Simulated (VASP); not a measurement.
# CoSi (Pmma) in VASP: relaxation of cell and atoms with PBE

Aim: the relaxation of cell and atoms of CoSi with PBE.

Program: VASP 6.6.1. These are calculated values, not measurements. Logs are shortened: lines on timing, memory, paths and dates and some standing lists are left out, and cuts for length are marked.

### 1 The cell of the first run

It takes space group Pmma (No. 51, orthorhombic). The conventional cell has a = 3.997 Å, b = 2.645 Å, c = 4.081 Å, α = 90.00°, β = 90.00°, γ = 90.00°. Co (site symmetry mm2) has 8 Si at 2.43 to 2.45 Å and 6 Co at 2.51 to 3.24 Å within 3.3 Å. Within 3.3 Å of Si (site symmetry mm2) lie 8 Co at 2.43 to 2.45 Å and 6 Si at 2.52 to 3.24 Å.

### 2 Relaxation of cell and atoms, PBE

Contents of INCAR:

```
PREC = Accurate
ENCUT = 690
EDIFF = 1E-7
ISMEAR = 0
SIGMA = 0.1
LREAL = F
LASPH = T
NELM = 120
ALGO = Normal
ISIF = 3
LWAVE = F
LCHARG = F
GGA = PE
IBRION = 2
NSW = 90
EDIFFG = -0.04
GGA_COMPAT = F
NELMIN = 4
```

Contents of KPOINTS:

```
Automatic mesh
0
Gamma
  4 6 4
```

Contents of POSCAR:

```
CoSi
1.0
    3.9971157174      0.0000000000      0.0000000000
    0.0000000000      2.6451501071      0.0000000000
    0.0000000000      0.0000000000      4.0810887367
Co Si
2 2
Direct
    0.7500000000      0.0000000000      0.6870000000
    0.2500000000      0.0000000000      0.3130000000
    0.7500000000      0.5000000000      0.1880000000
    0.2500000000      0.5000000000      0.8120000000
```

Potentials or basis: VASP PAW PBE potentials, release 64 (Co_sv, Si).

Launch:

```sh
$ cat potpaw_PBE.64/Co_sv/POTCAR potpaw_PBE.64/Si/POTCAR > POTCAR
$ mpirun -np 1 vasp_std > vasp.out
```

OUTCAR:

```text
PREC = Accurate
   ENCUT = 690
   EDIFF = 1E-7
   ISMEAR = 0
   LREAL = F
   LASPH = T
   NELM = 120
   ISIF = 3
   GGA = PE
   IBRION = 2
   NSW = 90
   EDIFFG = -0.04
   NELMIN = 4

 ion  position               nearest neighbor table
   1  0.750  0.000  0.687-   3 2.43   3 2.43   3 2.44   3 2.44   4 2.45   4 2.45   4 2.45   4 2.45
                             2 2.51   2 2.51
   2  0.250  0.000  0.313-   4 2.43   4 2.43   4 2.44   4 2.44   3 2.45   3 2.45   3 2.45   3 2.45
                             1 2.51   1 2.51
   3  0.750  0.500  0.188-   1 2.43   1 2.43   1 2.44   1 2.44   2 2.45   2 2.45   2 2.45   2 2.45
                             4 2.52   4 2.52
   4  0.250  0.500  0.812-   2 2.43   2 2.43   2 2.44   2 2.44   1 2.45   1 2.45   1 2.45   1 2.45
                             3 2.52   3 2.52

  LATTYP: Found a simple orthorhombic cell.
 ALAT       =     2.6451501071
 B/A-ratio  =     1.5111111111
 C/A-ratio  =     1.5428571429

  Lattice vectors:

 A1 = (   0.0000000000,  -2.6451501071,   0.0000000000)
 A2 = (   3.9971157174,   0.0000000000,   0.0000000000)
 A3 = (   0.0000000000,   0.0000000000,   4.0810887367)

Analysis of symmetry for initial positions (statically):
=====================================================================
 Subroutine PRICEL returns:
 Original cell was already a primitive cell.

 Routine SETGRP: Setting up the symmetry group for a
 simple orthorhombic supercell.

 Subroutine GETGRP returns: Found  8 space group operations
 (whereof  4 operations were pure point group operations)
 out of a pool of  8 trial point group operations.

The static configuration has the point symmetry C_2h.
 The point group associated with its full space group is D_2h.

Analysis of symmetry for dynamics (positions and initial velocities):
=====================================================================
 Subroutine PRICEL returns:
 Original cell was already a primitive cell.

 Routine SETGRP: Setting up the symmetry group for a
 simple orthorhombic supercell.

 Subroutine GETGRP returns: Found  8 space group operations
 (whereof  4 operations were pure point group operations)
 out of a pool of  8 trial point group operations.

The dynamic configuration has the point symmetry C_2h.
 The point group associated with its full space group is D_2h.

 Subroutine INISYM returns: Found  8 space group operations
 (whereof  4 operations are pure point group operations),
 and found     1 'primitive' translations

----------------------------------------------------------------------------------------

                                     Primitive cell

  volume of cell :      43.1492

  direct lattice vectors                    reciprocal lattice vectors
     3.997115717  0.000000000  0.000000000     0.250180398  0.000000000  0.000000000
     0.000000000  2.645150107  0.000000000     0.000000000  0.378050379  0.000000000
     0.000000000  0.000000000  4.081088737     0.000000000  0.000000000  0.245032653

  length of vectors
     3.997115717  2.645150107  4.081088737     0.250180398  0.378050379  0.245032653

  position of ions in fractional coordinates (direct lattice)
     0.750000000  0.000000000  0.687000000
     0.250000000  0.000000000  0.313000000
     0.750000000  0.500000000  0.188000000
     0.250000000  0.500000000  0.812000000

  ion indices of the primitive-cell ions
   primitive index   ion index
                 1           1
                 2           2
                 3           3
                 4           4

----------------------------------------------------------------------------------------

 KPOINTS: Automatic mesh

Automatic generation of k-mesh.
 Grid dimensions read from file:
 generate k-points for:    4    6    4

 Generating k-lattice:

  Cartesian coordinates                     Fractional coordinates (reciprocal lattice)
     0.062545099  0.000000000  0.000000000     0.250000000  0.000000000  0.000000000
     0.000000000  0.063008396  0.000000000     0.000000000  0.166666667  0.000000000
     0.000000000  0.000000000  0.061258163     0.000000000  0.000000000  0.250000000

  Length of vectors
     0.062545099  0.063008396  0.061258163

  Shift w.r.t. Gamma in fractional coordinates (k-lattice)
     0.000000000  0.000000000  0.000000000

 Subroutine IBZKPT returns following result:
 ===========================================

 Found     36 irreducible k-points:

 Following reciprocal coordinates:
            Coordinates               Weight
  0.000000  0.000000  0.000000      1.000000
  0.250000  0.000000  0.000000      2.000000
  0.500000  0.000000  0.000000      1.000000
  0.000000  0.166667  0.000000      2.000000
  0.250000  0.166667  0.000000      4.000000
  0.500000  0.166667  0.000000      2.000000
[... 16 lines left out ...]
  0.250000  0.500000  0.250000      4.000000
  0.500000  0.500000  0.250000      2.000000
 [... further k-points ...]
   k-points           NKPTS =     36   k-points in BZ     NKDIM =     36   number of bands    NBANDS=     25
   number of dos      NEDOS =    301   number of ions     NIONS =      4
   total plane-waves  NPLWV =  31104
   dimension x,y,z NGX =    36 NGY =   24 NGZ =   36
   dimension x,y,z NGXF=    72 NGYF=   48 NGZF=   72
   ions per type =               2   2
   NGX,Y,Z   is equivalent  to a cutoff of  14.97, 15.08, 14.66 a.u.
   NGXF,Y,Z  is equivalent  to a cutoff of  29.95, 30.17, 29.33 a.u.
 SYSTEM =  unknown system
   PREC   = accura    normal or accurate (medium, high low for compatibility)
   ISTART =      0    job   : 0-new  1-cont  2-samecut
   ICHARG =      2    charge: 1-file 2-atom 10-const
   ISPIN  =      1    spin polarized calculation?
   LNONCOLLINEAR =      F non collinear calculations
   LSORBIT =      F    spin-orbit coupling
   LASPH  =      T    aspherical Exc in radial PAW
   ENCUT  =  690.0 eV  50.71 Ry    7.12 a.u.   8.56  5.67  8.74*2*pi/ulx,y,z
   NELM   =    120;   NELMIN=  4; NELMDL= -5     # of ELM steps
   EDIFF  = 0.1E-06   stopping-criterion for ELM
   LREAL  =      F    real-space projection
   EDIFFG = -.4E-01   stopping-criterion for IOM
   NSW    =     90    number of steps for IOM
   IBRION =      2    ionic relax: 0-MD 1-quasi-New 2-CG
   NFREE  =      1    steps in history (QN), initial steepest desc. (CG)
   ISIF   =      3    stress and relaxation
   ISYM   =      2    0-nonsym 1-usesym 2-fastsym
   POTIM  = 0.5000    time-step for ionic-motion
   TEBEG  =    0.0;   TEEND  =   0.0 temperature during run
   PSTRESS=    0.0 pullay stress
   NELECT =      42.0000    total number of electrons
   NUPDOWN=      -1.0000    fix difference up-down
   EMIN   =  10.00;   EMAX   =-10.00  energy-range for DOS
   EFERMI =   0.00;   METHOD = LEGACY
   ISMEAR =     0;   SIGMA  =   0.10  broadening in eV -4-tet -1-fermi 0-gaus
   EFERMI_NEDOS =   21; number of points for ismear=-14 and -15
   IALGO  =     38    algorithm
   IMIX   =      4    mixing-type and parameters
     AMIX     =   0.40;   BMIX     =  1.00
     AMIX_MAG =   1.60;   BMIX_MAG =  1.00
  volume/ion in A,a.u.               =      10.79        72.80
  Fermi-wavevector in a.u.,A,eV,Ry     =   1.622433  3.065955 35.814485  2.632290
  Thomas-Fermi vector in A             =   2.716047
   LORBIT       =      0    0 simple, 1 ext, 2 COOP (PROOUT), +10 PAW based schemes
   GGA     = PE    functional components
   LHFCALC =     F    Hartree Fock is set to
   AEXX    =    0.0000 exact exchange contribution
   IVDW    =     0    specifies the selected vdW correction
   LEPSILON=     F    determine dielectric tensor
   LRPA    =     F    only Hartree local field effects (RPA)
 conjugate gradient relaxation of ions
 non-spin polarized calculation
 Gauss-broadening in eV      SIGMA  =   0.10
  energy-cutoff  :      690.00
  volume of cell :       43.15
 maximum number of plane-waves:      1793
 NGX is ok and might be reduce to    36
   NGX = 17   NGY = 11   NGZ = 17

--------------------------------------- Ionic step        1  -------------------------------------------

 number of electron      41.9999939 magnetization

 Free energy of the ion-electron system (eV)
  ---------------------------------------------------
  ext. energy  EPLUGINS =         0.00000000
  ---------------------------------------------------
  free energy    TOTEN  =       -26.46540632 eV

  energy without entropy =      -26.45515236  energy(sigma->0) =      -26.46027934

------------------------ aborting loop because EDIFF is reached ----------------------------------------

  FORCE on cell =-STRESS in cart. coord.  units (eV):
  Direction    XX          YY          ZZ          XY          YZ          ZX
  --------------------------------------------------------------------------------------
  -------------------------------------------------------------------------------------
  Total        1.2575897     -2.8186227      0.6172525      0.0000000      0.0000000     -0.0000000
  in kB       46.6956564   -104.6584853     22.9192474      0.0000000      0.0000000     -0.0000000
  external PRESSURE =     -11.6811938 kB  Pullay stress =       0.0000000 kB
[... 95 lines left out ...]
  FREE ENERGIE OF THE ION-ELECTRON SYSTEM (eV)
  ---------------------------------------------------
  free  energy   TOTEN  =       -26.5988155295 eV

  energy  without entropy=      -26.5897508695  energy(sigma->0) =      -26.59428320

[... ionic steps 4 to 8 ...]

--------------------------------------- Ionic step        9  -------------------------------------------

 number of electron      41.9999963 magnetization

------------------------ aborting loop because EDIFF is reached ----------------------------------------
[... 71 lines left out ...]
--------------------------------------- Ionic step       11  -------------------------------------------

 number of electron      41.9999997 magnetization

 Free energy of the ion-electron system (eV)
  ---------------------------------------------------
  ext. energy  EPLUGINS =         0.00000000
  ---------------------------------------------------
  free energy    TOTEN  =       -26.67709027 eV

  energy without entropy =      -26.66378559  energy(sigma->0) =      -26.67043793

 E-fermi :  13.6567     XC(G=0): -13.2170

 val. band max:       13.6528800341   @ k =   0.2500   0.1667   0.5000
 cond. band min:      13.6984764292   @ k =   0.0000   0.3333   0.0000
 fundamental gap:      0.0455963951
 Fermi energy:        13.6567477022

 k-point     1 :       0.0000    0.0000    0.0000
  band No.  band energies     occupation
      1     -81.3656      2.00000
      2     -81.3575      2.00000
      3     -44.7073      2.00000
      4     -44.6990      2.00000
      5     -44.6769      2.00000
      6     -44.6578      2.00000
[... 661 lines left out ...]
     24      15.6402      0.00000
     25      16.5624      0.00000

 [... further k-points ...]

------------------------ aborting loop because EDIFF is reached ----------------------------------------

  FORCE on cell =-STRESS in cart. coord.  units (eV):
  Direction    XX          YY          ZZ          XY          YZ          ZX
  --------------------------------------------------------------------------------------
  -------------------------------------------------------------------------------------
  Total       -0.0080438     -0.0836754      0.1007392      0.0000000      0.0000000      0.0000000
  in kB       -0.3013743     -3.1350257      3.7743454      0.0000000      0.0000000      0.0000000
  external PRESSURE =       0.1126484 kB  Pullay stress =       0.0000000 kB
[... 19 lines left out ...]
  FREE ENERGIE OF THE ION-ELECTRON SYSTEM (eV)
  ---------------------------------------------------
  free  energy   TOTEN  =       -26.6770902734 eV

  energy  without entropy=      -26.6637855938  energy(sigma->0) =      -26.67043793

 reached required accuracy - stopping structural energy minimisation
```

It took 5.5 min on 1 thread of Intel Xeon Platinum 8259CL at 2.50GHz (Skylake/Cascade Lake), shared host; peak memory 0.21 GiB.

What came out:

* Free energy: -26.6771 eV
* Relaxed volume: 10.69 Å³/atom
* Relaxed cell: a = 4.021 Å, b = 2.609 Å, c = 4.077 Å, α = 90.00°, β = 90.00°, γ = 90.00°
* Space group after relaxing (to 0.1 Å): Pmma (No. 51)
* Energy gained by relaxing: 52.9 meV/atom
* Ionic steps: 11
* Pressure after relaxing: 0.0 GPa
* Largest force after relaxing: 0.008 eV/Å
* Band gap on the k mesh: zero (bands 21 and 22 overlap by 1.52 eV)

Forces in eV/Å, atoms in the order of the input:
```
Co   0.000  0.000  0.008
Co   0.000  0.000 -0.008
Si   0.000  0.000 -0.005
Si   0.000  0.000  0.005
```

The path:
| step | energy change (eV) | largest force (eV/Å) | pressure (GPa) | volume (Å³) |
| --- | --- | --- | --- | --- |
| 1 | 0.0000 | 0.7379 | -1.17 | 43.15 |
| 2 | -0.1304 | 0.4293 | 0.94 | 42.63 |
| 3 | -0.1334 | 0.3799 | 1.53 | 42.53 |
| 4 | -0.1626 | 0.2426 | -1.73 | 43.09 |
| 5 | -0.1718 | 0.1976 | -4.20 | 43.57 |
| 6 | -0.1917 | 0.1592 | -2.44 | 43.20 |
| 7 | -0.2067 | 0.1230 | 0.39 | 42.66 |
| 8 | -0.2075 | 0.1180 | 1.22 | 42.50 |
| 9 | -0.2097 | 0.0850 | 0.76 | 42.60 |
| 10 | -0.2112 | 0.0283 | -0.11 | 42.78 |
| 11 | -0.2117 | 0.0079 | 0.01 | 42.76 |

Final structure:
```
Co Si
1.0
     4.02079    0.00000    0.00000
     0.00000    2.60894    0.00000
     0.00000    0.00000    4.07654
Co Si
2 2
Direct
  0.75000 0.00000 0.71992
  0.25000 0.00000 0.28008
  0.75000 0.50000 0.22591
  0.25000 0.50000 0.77409
```

Caveat: the k points lie up to 0.40 Å⁻¹ apart in the final cell, too coarse for converged energies and pressures of a metal.

The gap in the log of VASP goes by the Fermi energy; the results here count the filled bands.